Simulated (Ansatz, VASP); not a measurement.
## TiAl in VASP and in Ansatz

```
Ti Al
1.0
     3.80927    0.00000    0.00000
     0.00000    3.80927    0.00000
     0.00000    0.00000    2.59987
Ti Al
1 1
Direct
  0.00000 0.00000 0.50000
  0.50000 0.50000 0.50000
```

Alike in both runs: functional PBE; k mesh 14 × 14 × 22; occupations gaussian, width 0.1 eV; no spin polarisation.

Ansatz relaxed the structure, and its values are those at the end. VASP's run is a single point on that final structure, the one shown.

|  | VASP | Ansatz |
| --- | --- | --- |
| version | VASP 6.6.1 | Ansatz 0.2.0 |
| potentials or method | VASP PAW PBE potentials, release 64 (Ti_sv, Al), cutoff 520 eV | scalar-relativistic, plane waves, PAW |
| valence electrons in the cell | 15 | 15 |

```csv
,VASP,Ansatz,Ansatz less VASP
gap on the k mesh at the Fermi level (eV),none,none,-
pressure (GPa),-0.1,0.0,+0.04
```

A gap of «none» marks a metal or a gap that the smearing closes. The functional is the same, so the differences come from potentials, cutoffs and numerics.
